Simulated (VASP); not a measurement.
# Al2BN3 (P6_3/mmc) in VASP: notebook, part 2 of 2

VASP 6.6.1. The steps go on from the part before.

**4. Single point, PBE**

File INCAR:

```
SYSTEM = Al2BN3
PREC = Accurate ; ENCUT = 520
EDIFF = 1E-7 ; ISMEAR = 0
SIGMA = 0.1 ; LREAL = .False.
LASPH = .True. ; NELM = 60
ALGO = Normal ; ISIF = 2
LWAVE = .False. ; LCHARG = .True.
GGA = PE ; LELF = .True.
LVHAR = .True. ; NBANDS = 36
```

File KPOINTS:

```
regular mesh
0
Gamma
  6 6 2
  0 0 0
```

File POSCAR:

```
Al2BN3
1.0
    3.1171191642      0.0000000000      0.0000000000
   -1.5585595821      2.6995043828      0.0000000000
    0.0000000000      0.0000000000     12.8811433884
Al B N
4 2 6
Direct
    0.3333333333      0.6666666667      0.0911893585
    0.3333333333      0.6666666667      0.4088106415
    0.6666666667      0.3333333333      0.5911893585
    0.6666666667      0.3333333333      0.9088106415
    0.3333333333      0.6666666667      0.7500000000
    0.6666666667      0.3333333333      0.2500000000
    0.3333333333      0.6666666667      0.2500000000
    0.3333333333      0.6666666667      0.5890936981
    0.3333333333      0.6666666667      0.9109063019
    0.6666666667      0.3333333333      0.0890936981
    0.6666666667      0.3333333333      0.4109063019
    0.6666666667      0.3333333333      0.7500000000
```

Potentials or basis: VASP PAW PBE potentials, release 64 (Al, B, N).

On the command line:

```
$ cat potpaw_PBE.64/Al/POTCAR potpaw_PBE.64/B/POTCAR potpaw_PBE.64/N/POTCAR > POTCAR
$ mpirun -np 1 vasp_std > vasp.out
```

OUTCAR:

```text
SYSTEM = Al2BN3
   PREC = Accurate
   ENCUT = 520
   EDIFF = 1E-7
   ISMEAR = 0
   LREAL = .False.
   LASPH = .True.
   NELM = 60
   ISIF = 2
   GGA = PE

 ion  position               nearest neighbor table
   1  0.333  0.667  0.091-  10 1.80  10 1.80  10 1.80   7 2.05   9 2.32   6 2.72   6 2.72   6 2.72
                             4 2.96   4 2.96   4 2.96
   2  0.333  0.667  0.409-  11 1.80  11 1.80  11 1.80   7 2.05   8 2.32   6 2.72   6 2.72   6 2.72
                             3 2.96   3 2.96   3 2.96
   3  0.667  0.333  0.591-   8 1.80   8 1.80   8 1.80  12 2.05  11 2.32   5 2.72   5 2.72   5 2.72
                             2 2.96   2 2.96   2 2.96
   4  0.667  0.333  0.909-   9 1.80   9 1.80   9 1.80  12 2.05  10 2.32   5 2.72   5 2.72   5 2.72
                             1 2.96   1 2.96   1 2.96
   5  0.333  0.667  0.750-  12 1.80  12 1.80  12 1.80   4 2.72   3 2.72   4 2.72   3 2.72   3 2.72
                             4 2.72
   6  0.667  0.333  0.250-   7 1.80   7 1.80   7 1.80   2 2.72   1 2.72   2 2.72   1 2.72   1 2.72
                             2 2.72
   7  0.333  0.667  0.250-   6 1.80   6 1.80   6 1.80   1 2.05   2 2.05
   8  0.333  0.667  0.589-   3 1.80   3 1.80   3 1.80   2 2.32
   9  0.333  0.667  0.911-   4 1.80   4 1.80   4 1.80   1 2.32
  10  0.667  0.333  0.089-   1 1.80   1 1.80   1 1.80   4 2.32
  11  0.667  0.333  0.411-   2 1.80   2 1.80   2 1.80   3 2.32
  12  0.667  0.333  0.750-   5 1.80   5 1.80   5 1.80   3 2.05   4 2.05

  LATTYP: Found a hexagonal cell.
 ALAT       =     3.1171191642
 C/A-ratio  =     4.1323872171

  Lattice vectors:

 A1 = (   3.1171191642,   0.0000000000,   0.0000000000)
 A2 = (  -1.5585595821,   2.6995043828,   0.0000000000)
 A3 = (   0.0000000000,   0.0000000000,  12.8811433884)

Analysis of symmetry for initial positions (statically):
=====================================================================
 Subroutine PRICEL returns:
 Original cell was already a primitive cell.

 Routine SETGRP: Setting up the symmetry group for a
 hexagonal supercell.

[... 161 lines left out ...]
 Gauss-broadening in eV      SIGMA  =   0.10
  energy-cutoff  :      520.00
  volume of cell :      108.39
 maximum number of plane-waves:      2936
 NGX is ok and might be reduce to    24
   NGX = 11   NGY = 11   NGZ = 47

 number of electron      47.9999993 magnetization

 Free energy of the ion-electron system (eV)
  ---------------------------------------------------
  ext. energy  EPLUGINS =         0.00000000
  ---------------------------------------------------
  free energy    TOTEN  =       -86.01510511 eV

  energy without entropy =      -86.01510511  energy(sigma->0) =      -86.01510511

 E-fermi :   8.1118     XC(G=0): -11.3580

 val. band max:        7.6932044690   @ k =   0.0000   0.0000   0.0000
 cond. band min:       9.5148590321   @ k =   0.0000   0.0000   0.0000
 fundamental gap:      1.8216545631
 Fermi energy:         8.1117859790

 k-point     1 :       0.0000    0.0000    0.0000
  band No.  band energies     occupation
      1     -10.1471      2.00000
      2      -9.8781      2.00000
      3      -8.8555      2.00000
      4      -7.5985      2.00000
      5      -7.5484      2.00000
      6      -6.2765      2.00000
[... 535 lines left out ...]
     35      15.5960      0.00000
     36      15.5960      0.00000

------------------------ aborting loop because EDIFF is reached ----------------------------------------

  FORCE on cell =-STRESS in cart. coord.  units (eV):
  Direction    XX          YY          ZZ          XY          YZ          ZX
  --------------------------------------------------------------------------------------
  -------------------------------------------------------------------------------------
  Total       -0.1090938     -0.1090938     -0.1550753      0.0000000      0.0000000      0.0000000
  in kB       -1.6125715     -1.6125715     -2.2922464      0.0000000      0.0000000      0.0000000
  external PRESSURE =      -1.8391298 kB  Pullay stress =       0.0000000 kB

 VOLUME and BASIS-vectors are now :
 -----------------------------------------------------------------------------
  energy-cutoff  :      520.00
  volume of cell :      108.39
      direct lattice vectors                 reciprocal lattice vectors
     3.117119164  0.000000000  0.000000000     0.320809038  0.185219184  0.000000000
    -1.558559582  2.699504383  0.000000000     0.000000000  0.370438369  0.000000000
     0.000000000  0.000000000 12.881143388     0.000000000  0.000000000  0.077632860

 POSITION                                       TOTAL-FORCE (eV/Angst)
 -----------------------------------------------------------------------------------
     -0.00000      1.79967      1.17462        -0.000000     -0.000000      0.007274
     -0.00000      1.79967      5.26595        -0.000000      0.000000     -0.007274
      1.55856      0.89983      7.61519         0.000000     -0.000000      0.007274
      1.55856      0.89983     11.70652        -0.000000     -0.000000     -0.007274
     -0.00000      1.79967      9.66086        -0.000000     -0.000000      0.000000
      1.55856      0.89983      3.22029         0.000000      0.000000      0.000000
     -0.00000      1.79967      3.22029         0.000000     -0.000000      0.000000
     -0.00000      1.79967      7.58820         0.000000     -0.000000     -0.001604
     -0.00000      1.79967     11.73351         0.000000      0.000000      0.001604
      1.55856      0.89983      1.14763        -0.000000      0.000000     -0.001604
      1.55856      0.89983      5.29294         0.000000     -0.000000      0.001604
      1.55856      0.89983      9.66086        -0.000000     -0.000000      0.000000
 -----------------------------------------------------------------------------------
    total drift:                               -0.000000      0.000000      0.000000

  FREE ENERGIE OF THE ION-ELECTRON SYSTEM (eV)
  ---------------------------------------------------
  free  energy   TOTEN  =       -86.0151051116 eV

  energy  without entropy=      -86.0151051116  energy(sigma->0) =      -86.01510511
```

stdout:

```text
POSCAR found type information on POSCAR AlB N
 POSCAR found :  3 types and      12 ions
 scaLAPACK will be used
 LDA part: xc-table for (Slater+PW92), standard interpolation
 POSCAR, INCAR and KPOINTS ok, starting setup
 FFT: planning ... GRIDC
 FFT: planning ... GRID_SOFT
 FFT: planning ... GRID
 WAVECAR not read
 entering main loop
```

Run time: 32 s. Hardware: 1 thread of AMD EPYC 9R45 (Zen 5), shared host; peak memory 0.2 GiB.

What came out:

* Free energy: -86.0151 eV
* Pressure: -0.2 GPa
* Largest force: 0.007 eV/Å
* Band gap on the k mesh: 1.82 eV

Forces in eV/Å, atoms in the order of the input:
```
Al   0.000  0.000  0.007
Al   0.000  0.000 -0.007
Al   0.000  0.000  0.007
Al   0.000  0.000 -0.007
B    0.000  0.000  0.000
B    0.000  0.000  0.000
N    0.000  0.000  0.000
N    0.000  0.000 -0.002
N    0.000  0.000  0.002
N    0.000  0.000 -0.002
N    0.000  0.000  0.002
N    0.000  0.000  0.000
```

Levels at points of the mesh, in eV from the valence-band top:
| k point | band 20 | band 21 | band 22 | band 23 | band 24 | band 25 | band 26 | band 27 | band 28 | band 29 |
| --- | --- | --- | --- | --- | --- | --- | --- | --- | --- | --- |
| (0.00, 0.00, 0.00) | -2.24 | -2.24 | -1.91 | -1.91 | 0.00 | 1.82 | 2.54 | 4.87 | 4.87 | 4.88 |
| (0.50, 0.00, 0.00) | -2.76 | -2.74 | -2.21 | -1.95 | -1.24 | 2.26 | 2.81 | 3.95 | 5.16 | 5.27 |
| (0.00, 0.00, 0.50) | -2.01 | -2.01 | -2.01 | -0.80 | -0.80 | 2.27 | 2.27 | 4.83 | 4.83 | 4.91 |
| (0.50, 0.00, 0.50) | -2.48 | -2.41 | -2.41 | -1.85 | -1.85 | 2.52 | 2.52 | 4.69 | 4.69 | 5.44 |

A k mesh can miss the band edges.

**5. Relaxation of cell and atoms, PBE**

This run uses another cell than the first one, of 11.64 Å³/atom.

File INCAR:

```
ALGO = Normal ; EDIFF = 1E-7
EDIFFG = -0.04 ; ENCUT = 600
GGA = PE ; IBRION = 2
ISIF = 3 ; ISMEAR = 0
LASPH = True ; LCHARG = False
LREAL = False ; LWAVE = False
NELM = 60 ; NSW = 90
PREC = Accurate ; SIGMA = 0.1
```

File KPOINTS:

```
k-points
0
Gamma
  6 6 1
```

File POSCAR:

```
Al2BN3
1.0
    2.7249106000      0.0000000000      0.0000000000
   -1.3624553000      2.3598418000      0.0000000000
    0.0000000000      0.0000000000     21.7133136800
Al B N
4 2 6
Direct
    0.3333333300      0.6666666700      0.0833333300
    0.3333333300      0.6666666700      0.4166666700
    0.6666666700      0.3333333300      0.5833333300
    0.6666666700      0.3333333300      0.9166666700
    0.3333333300      0.6666666700      0.7500000000
    0.6666666700      0.3333333300      0.2500000000
    0.3333333300      0.6666666700      0.2500000000
    0.3333333300      0.6666666700      0.5833333300
    0.3333333300      0.6666666700      0.9166666700
    0.6666666700      0.3333333300      0.0833333300
    0.6666666700      0.3333333300      0.4166666700
    0.6666666700      0.3333333300      0.7500000000
```

Potentials or basis: VASP PAW PBE potentials, release 64 (Al, B, N).

On the command line:

```
$ cat potpaw_PBE.64/Al/POTCAR potpaw_PBE.64/B/POTCAR potpaw_PBE.64/N/POTCAR > POTCAR
$ mpirun -np 1 vasp_std > vasp.out
```

OUTCAR:

```text
EDIFF = 1E-7
   EDIFFG = -0.04
   ENCUT = 600
   GGA = PE
   IBRION = 2
   ISIF = 3
   ISMEAR = 0
   LASPH = True
   LREAL = False
   NELM = 60
   NSW = 90
   PREC = Accurate

 ion  position               nearest neighbor table
   1  0.333  0.667  0.083-  10 1.57  10 1.57  10 1.57
   2  0.333  0.667  0.417-  11 1.57  11 1.57  11 1.57
   3  0.667  0.333  0.583-   8 1.57   8 1.57   8 1.57
   4  0.667  0.333  0.917-   9 1.57   9 1.57   9 1.57
   5  0.333  0.667  0.750-  12 1.57  12 1.57  12 1.57
   6  0.667  0.333  0.250-   7 1.57   7 1.57   7 1.57
   7  0.333  0.667  0.250-   6 1.57   6 1.57   6 1.57
   8  0.333  0.667  0.583-   3 1.57   3 1.57   3 1.57
   9  0.333  0.667  0.917-   4 1.57   4 1.57   4 1.57
  10  0.667  0.333  0.083-   1 1.57   1 1.57   1 1.57
  11  0.667  0.333  0.417-   2 1.57   2 1.57   2 1.57
  12  0.667  0.333  0.750-   5 1.57   5 1.57   5 1.57

[... 198 lines left out ...]
  Total       72.3199483     72.3199481     -0.6115874      0.0000000      0.0000000      0.0000000
  in kB      829.8649744    829.8649726     -7.0179111      0.0000000      0.0000000      0.0000000
  external PRESSURE =     550.9040120 kB  Pullay stress =       0.0000000 kB
[... 612 lines left out ...]
     30      10.3034      0.00000
     31      10.3034      0.00000

[... ionic steps 4 to 44 ...]

--------------------------------------- Ionic step       45  -------------------------------------------

 number of electron      47.9999993 magnetization

------------------------ aborting loop because EDIFF is reached ----------------------------------------
[... 87 lines left out ...]
--------------------------------------- Ionic step       47  -------------------------------------------

 number of electron      47.9999993 magnetization

 Free energy of the ion-electron system (eV)
  ---------------------------------------------------
  ext. energy  EPLUGINS =         0.00000000
  ---------------------------------------------------
  free energy    TOTEN  =       -86.00224772 eV

  energy without entropy =      -86.00224772  energy(sigma->0) =      -86.00224772

 E-fermi :   8.1237     XC(G=0): -11.3559

 val. band max:        7.7061212403   @ k =   0.0000   0.0000   0.0000
 cond. band min:       9.5169414132   @ k =   0.0000   0.0000   0.0000
 fundamental gap:      1.8108201729
 Fermi energy:         8.1237429356
[... 275 lines left out ...]
  FREE ENERGIE OF THE ION-ELECTRON SYSTEM (eV)
  ---------------------------------------------------
  free  energy   TOTEN  =       -86.0022477239 eV

  energy  without entropy=      -86.0022477239  energy(sigma->0) =      -86.00224772

 reached required accuracy - stopping structural energy minimisation
```

OSZICAR:

```text
N       E                     dE             d eps       ncg     rms          rms(c)
DAV:   1     0.294666285964E+03    0.29467E+03   -0.25266E+04   434   0.155E+03
DAV:   2    -0.769313214543E+02   -0.37160E+03   -0.35410E+03   582   0.323E+02
DAV:   3    -0.104542145276E+03   -0.27611E+02   -0.27479E+02   532   0.100E+02
[... 521 lines left out ...]
DAV:   3    -0.860022687222E+02    0.11250E-03   -0.23582E-04   557   0.120E-01    0.359E-02
DAV:   4    -0.860022479968E+02    0.20725E-04   -0.12897E-04   533   0.674E-02    0.103E-02
DAV:   5    -0.860022478339E+02    0.16291E-06   -0.14068E-05   549   0.224E-02    0.479E-03
DAV:   6    -0.860022478101E+02    0.23797E-07   -0.10563E-06   533   0.623E-03    0.295E-03
DAV:   7    -0.860022477239E+02    0.86134E-07   -0.17004E-07   343   0.293E-03
  47 F= -.86002248E+02 E0= -.86002248E+02  d E =-.107245E-02
```

CONTCAR:

```text
Al2BN3
   1.00000000000000
     3.1128750231722320    0.0000000000000000   -0.0000000000000000
    -1.5564375115861160    2.6958288450331267   -0.0000000000000000
     0.0000000000000000    0.0000000000000000   12.9186943708717248
  Al              B               N
     4     2     6
Direct
     0.3333333300000021    0.6666666699999979    0.0912623319038443
     0.3333333300000021    0.6666666699999979    0.4087376680961558
     0.6666666699999979    0.3333333300000021    0.5912623319038445
     0.6666666699999979    0.3333333300000021    0.9087376680961555
     0.3333333300000021    0.6666666699999979    0.7500000000000000
     0.6666666699999979    0.3333333300000021    0.2500000000000000
     0.3333333300000021    0.6666666699999979    0.2500000000000000
     0.3333333300000021    0.6666666699999979    0.5891315512110232
     0.3333333300000021    0.6666666699999979    0.9108684487889768
     0.6666666699999979    0.3333333300000021    0.0891315512110236
     0.6666666699999979    0.3333333300000021    0.4108684487889764
     0.6666666699999979    0.3333333300000021    0.7500000000000000

  0.00000000E+00  0.00000000E+00  0.00000000E+00
  0.00000000E+00  0.00000000E+00  0.00000000E+00
  0.00000000E+00  0.00000000E+00  0.00000000E+00
  0.00000000E+00  0.00000000E+00  0.00000000E+00
  0.00000000E+00  0.00000000E+00  0.00000000E+00
  0.00000000E+00  0.00000000E+00  0.00000000E+00
  0.00000000E+00  0.00000000E+00  0.00000000E+00
  0.00000000E+00  0.00000000E+00  0.00000000E+00
  0.00000000E+00  0.00000000E+00  0.00000000E+00
  0.00000000E+00  0.00000000E+00  0.00000000E+00
  0.00000000E+00  0.00000000E+00  0.00000000E+00
  0.00000000E+00  0.00000000E+00  0.00000000E+00
```

Run time: 15 min. Hardware: 1 thread of AMD EPYC 9R45 (Zen 5), shared host; peak memory 0.3 GiB.

Results:

| Item | Value |
| --- | --- |
| Free energy | -86.0022 eV |
| Relaxed volume | 9.03 Å³/atom |
| Relaxed cell | a = 3.113 Å, b = 3.113 Å, c = 12.919 Å, α = 90.00°, β = 90.00°, γ = 120.00° |
| Space group after relaxing (to 0.1 Å) | P6_3/mmc (No. 194) |
| Pressure after relaxing | 0.0 GPa |
| Largest force after relaxing | 0.014 eV/Å |
| Band gap on the k mesh | 1.81 eV |

Forces in eV/Å, atoms in the order of the input:
```
Al   0.000  0.000  0.005
Al   0.000  0.000 -0.005
Al   0.000  0.000  0.005
Al   0.000  0.000 -0.005
B    0.000  0.000  0.000
B    0.000  0.000  0.000
N    0.000  0.000  0.000
N    0.000  0.000 -0.014
N    0.000  0.000  0.014
N    0.000  0.000 -0.014
N    0.000  0.000  0.014
N    0.000  0.000  0.000
```

Stress tensor (GPa, compression positive):
```
 0.11  0.00  0.00
 0.00  0.11  0.00
 0.00  0.00 -0.24
```

Final structure:
```
CELL_PARAMETERS angstrom
3.11288 0.00000 0.00000
-1.55644 2.69583 0.00000
0.00000 0.00000 12.91869
ATOMIC_POSITIONS crystal
Al 0.33333 0.66667 0.09126
Al 0.33333 0.66667 0.40874
Al 0.66667 0.33333 0.59126
Al 0.66667 0.33333 0.90874
B 0.33333 0.66667 0.75000
B 0.66667 0.33333 0.25000
N 0.33333 0.66667 0.25000
N 0.33333 0.66667 0.58913
N 0.33333 0.66667 0.91087
N 0.66667 0.33333 0.08913
N 0.66667 0.33333 0.41087
N 0.66667 0.33333 0.75000
```

Levels at points of the mesh, in eV from the valence-band top:
```csv
k point,band 22,band 23,band 24,band 25,band 26,band 27
"(0.00, 0.00, 0.00)",-1.93,-1.93,0.00,1.81,2.53,4.86
"(0.50, 0.00, 0.00)",-2.23,-1.97,-1.26,2.26,2.79,3.89
```

Caveat: the k points lie up to 0.49 Å⁻¹ apart in the final cell; the volume moved by over 15 % at a fixed basis, so the end points are rough.

**6. Single point, PBE**

File INCAR:

```
PREC     = Accurate       # precision mode
ENCUT    = 520            # plane-wave cutoff, eV
EDIFF    = 1E-6           # SCF threshold, eV
ISMEAR   = 0              # smearing method
SIGMA    = 0.02           # smearing width, eV
LREAL    = F              # projectors in reciprocal space
LASPH    = T              # aspherical terms in the spheres
NELM     = 60             # most SCF steps
ALGO     = Normal         # electronic algorithm
ISIF     = 2              # what is computed and relaxed
LWAVE    = F              # write WAVECAR
LCHARG   = F              # write CHGCAR
GGA      = PE             # functional
NBANDS   = 36             # bands
```

File KPOINTS:

```
regular mesh
0
Gamma
  12 12 2
```

File POSCAR:

```
Al2BN3
1.0
    3.1182259571      0.0000000000      0.0000000000
   -1.5591129785      2.7004628936      0.0000000000
    0.0000000000      0.0000000000     12.8666785441
Al B N
4 2 6
Direct
    0.3333333333      0.6666666667      0.0911856883
    0.3333333333      0.6666666667      0.4088143117
    0.6666666667      0.3333333333      0.5911856883
    0.6666666667      0.3333333333      0.9088143117
    0.3333333333      0.6666666667      0.7500000000
    0.6666666667      0.3333333333      0.2500000000
    0.3333333333      0.6666666667      0.2500000000
    0.3333333333      0.6666666667      0.5891357312
    0.3333333333      0.6666666667      0.9108642688
    0.6666666667      0.3333333333      0.0891357312
    0.6666666667      0.3333333333      0.4108642688
    0.6666666667      0.3333333333      0.7500000000
```

Potentials or basis: VASP PAW PBE potentials, release 64 (Al, B, N).

On the command line:

```
$ cat potpaw_PBE.64/Al/POTCAR potpaw_PBE.64/B/POTCAR potpaw_PBE.64/N/POTCAR > POTCAR
$ mpirun -np 1 vasp_std > vasp.out
```

Run time: 79 s. Hardware: 1 thread of AMD EPYC 9R45 (Zen 5), shared host; peak memory 0.25 GiB.

Results (log left out):

| Quantity | Value |
| --- | --- |
| Free energy | -86.0160 eV |
| Pressure | -0.2 GPa |
| Largest force | 0.006 eV/Å |
| Band gap on the k mesh | 1.83 eV |

Forces in eV/Å, atoms in the order of the input:
```
Al   0.000  0.000  0.006
Al   0.000  0.000 -0.006
Al   0.000  0.000  0.006
Al   0.000  0.000 -0.006
B    0.000  0.000  0.000
B    0.000  0.000  0.000
N    0.000  0.000  0.000
N    0.000  0.000 -0.005
N    0.000  0.000  0.005
N    0.000  0.000 -0.005
N    0.000  0.000  0.005
N    0.000  0.000  0.000
```

Stress tensor (GPa, compression positive):
```
-0.21  0.00  0.00
 0.00 -0.21  0.00
 0.00  0.00 -0.12
```

Levels at points of the mesh, in eV from the valence-band top:
```tsv
k point	band 22	band 23	band 24	band 25	band 26	band 27
(0.00, 0.00, 0.00)	-1.91	-1.91	0.00	1.83	2.55	4.87
(0.50, 0.00, 0.00)	-2.20	-1.94	-1.24	2.27	2.82	3.97
(0.00, 0.00, 0.50)	-2.01	-0.79	-0.79	2.28	2.28	4.83
(0.50, 0.00, 0.50)	-2.40	-1.85	-1.85	2.53	2.53	4.72
```

A k mesh can miss the band edges.

**7. Overview**

| task | cell | k mesh | cutoff (eV) | smearing | gap on the mesh (eV) | pressure (GPa) | largest force (eV/Å) |
| --- | --- | --- | --- | --- | --- | --- | --- |
| single point | a = 3.117, b = 3.117, c = 12.881 Å, angles 90.0, 90.0, 120.0°, 12 atoms, atomic positions A | 6 × 6 × 1 | 520 | gaussian 0.1 eV | 1.82 | -0.2 | - |
| single point | a = 2.725, b = 2.725, c = 21.713 Å, angles 90.0, 90.0, 120.0°, 12 atoms, atomic positions B | 6 × 6 × 1 | 520 | gaussian 0.1 eV | 3.26 | 55.1 | 0.08 |
| single point | a = 3.117, b = 3.117, c = 12.881 Å, angles 90.0, 90.0, 120.0°, 12 atoms, atomic positions A | 6 × 6 × 2 | 520 | gaussian 0.1 eV | 1.82 | -0.2 | 0.01 |
| relaxation of cell and atoms | relaxed from a = 2.725, b = 2.725, c = 21.713 Å, angles 90.0, 90.0, 120.0°, 12 atoms, atomic positions B | 6 × 6 × 1 | 600 | gaussian 0.1 eV | 1.81 | 0.0 | 0.01 |
| single point | a = 3.118, b = 3.118, c = 12.867 Å, angles 90.0, 90.0, 120.0°, 12 atoms, atomic positions A | 12 × 12 × 2 | 520 | gaussian 0.02 eV | 1.83 | -0.2 | 0.01 |

Alike in all rows: level PBE; potentials or basis VASP PAW PBE potentials, release 64 (Al, B, N); no spin polarisation.

Caveats: some runs use coarse meshes; the volume moved by over 15 % at a fixed basis, so the end points are rough (at least some runs).

Total energies depend on the potentials used, so only differences within one code and one set of settings carry meaning.
